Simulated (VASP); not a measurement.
## ZnSe3: single point with PBE

ZnSe3:

```
Zn Se
1.0
     4.32671    0.00000    0.00000
     0.00000    4.32671    0.00000
     0.00000    0.00000    4.32671
Zn Se
1 3
Cartesian
  0.0000 0.0000 0.0000
  2.1634 0.0000 2.1634
  0.0000 2.1634 2.1634
  2.1634 2.1634 0.0000
```

The cell was built from a structure type or drawn by symmetry, and may not be a known phase.

```yaml
Program: VASP 6.6.1
Task: single point
Functional: PBE
Potentials_or_basis: VASP PAW PBE potentials, release 64 (Zn, Se)
Cutoff: 500 eV
k_mesh: 12 × 12 × 12
Occupations: gaussian, width 0.1 eV
Spin: no spin polarisation
```

* Pressure: 0.0 GPa
* Band gap on the k mesh: zero (bands 15 and 16 overlap by 2.13 eV)

Levels at points of the mesh, in eV from the Fermi level:
```csv
k point,band 11,band 12,band 13,band 14,band 15,band 16,band 17,band 18,band 19,band 20
"(0.00, 0.00, 0.00)",-5.42,-2.15,-0.98,-0.98,-0.98,0.87,0.87,0.87,5.73,5.73
"(0.50, 0.00, 0.00)",-4.05,-2.91,-2.91,-2.15,-2.02,0.58,0.58,2.19,2.95,5.58
"(0.50, 0.50, 0.00)",-2.89,-2.89,-2.65,-2.21,-2.21,0.84,1.36,1.59,2.83,6.44
"(0.50, 0.50, 0.50)",-5.92,-5.92,-2.95,1.51,1.51,1.63,1.63,1.63,8.37,8.37
```

Run time: 100 s on 1 thread of Intel Xeon 8259CL (shared host), peak memory 0.27 GiB.
